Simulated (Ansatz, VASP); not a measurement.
Two plane-wave programs on Sn

```
Sn
1.0
    -1.72654    1.77555   -2.33834
    -1.72654   -1.77555    2.33834
    -1.15103   10.06143    5.45613
Sn
4
Direct
  0.85417 0.56250 0.87500
  0.22917 0.68750 0.12500
  0.43750 0.31250 0.37500
  0.64583 0.93750 0.62500
```

Alike in both runs: task single point; functional PBEsol; k mesh 16 × 16 × 4; occupations gaussian, width 0.15 eV; no spin polarisation.

|  | VASP | Ansatz |
| --- | --- | --- |
| version | VASP 6.6.1 | Ansatz 0.2.0 |
| potentials or method | VASP PAW PBE potentials, release 64 (Sn_d), cutoff 520 eV | scalar-relativistic, plane waves, PAW |
| valence electrons in the cell | 56 | 56 |

|  | VASP | Ansatz | Ansatz less VASP |
| --- | --- | --- | --- |
| gap on the k mesh at the Fermi level (eV) | none | none | - |
| pressure (GPa) | -3.8 | -3.7 | +0.07 |
| traceless stress, the component that is largest in VASP (GPa) | -0.15 | -0.15 | -0.002 |
| rms of the force components (eV/Å) | 0.029 | 0.029 | -0.0001 |

VASP's potentials were made for PBE, not for PBEsol. Atom by atom the forces differ by 0.000 eV/Å (rms over components). A gap of «none» marks a metal or a gap that the smearing closes. With one functional, cell and mesh, what is left measures potentials, basis and numerics.
